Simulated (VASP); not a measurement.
# In: single point with LDA

In:

```
In
1.0
    -1.55379    1.55379    2.64439
     1.55379   -1.55379    2.64439
     1.55379    1.55379   -2.64439
In
1
Direct
  0.00000 0.00000 0.00000
```

| Item | Value |
| --- | --- |
| Program | VASP 6.6.1 |
| Task | single point |
| Functional | LDA |
| Potentials or basis | VASP PAW LDA potentials, release 64 (In_d) |
| Cutoff | 520 eV |
| k mesh | 22 × 22 × 22 |
| Occupations | gaussian, width 0.15 eV |
| Spin | no spin polarisation |

| Quantity | Value |
| --- | --- |
| Pressure | -1.5 GPa |
| Band gap on the k mesh | zero (an odd number of electrons rules out a gap without spin polarisation) |

Stress tensor (GPa, compression positive):
```
-1.04  0.00  0.00
 0.00 -1.04  0.00
 0.00  0.00 -2.36
```

Levels at points of the mesh, in eV from the Fermi level:
```tsv
k point	band 2	band 3	band 4	band 5	band 6	band 7	band 8	band 9	band 10	band 11
(0.00, 0.00, 0.00)	-14.52	-14.43	-14.43	-14.23	-9.69	10.58	10.76	10.76	12.10	13.09
(0.50, 0.00, 0.00)	-14.63	-14.42	-14.23	-14.15	-4.24	-3.37	6.14	10.04	10.56	12.16
(0.50, 0.50, 0.00)	-14.70	-14.27	-14.22	-14.00	-1.54	-0.88	2.89	4.06	6.85	7.39
(0.50, 0.50, 0.50)	-14.69	-14.18	-14.18	-14.16	-4.17	-3.25	5.93	5.93	9.49	9.79
```

Run time: 9.1 min on 1 thread of Intel(R) Xeon(R) Platinum 8259CL CPU @ 2.50GHz (Skylake/Cascade Lake), with other jobs on the host, peak memory 0.34 GiB.

Caveat: spin-orbit coupling is left out, which moves the levels of the heavy elements.
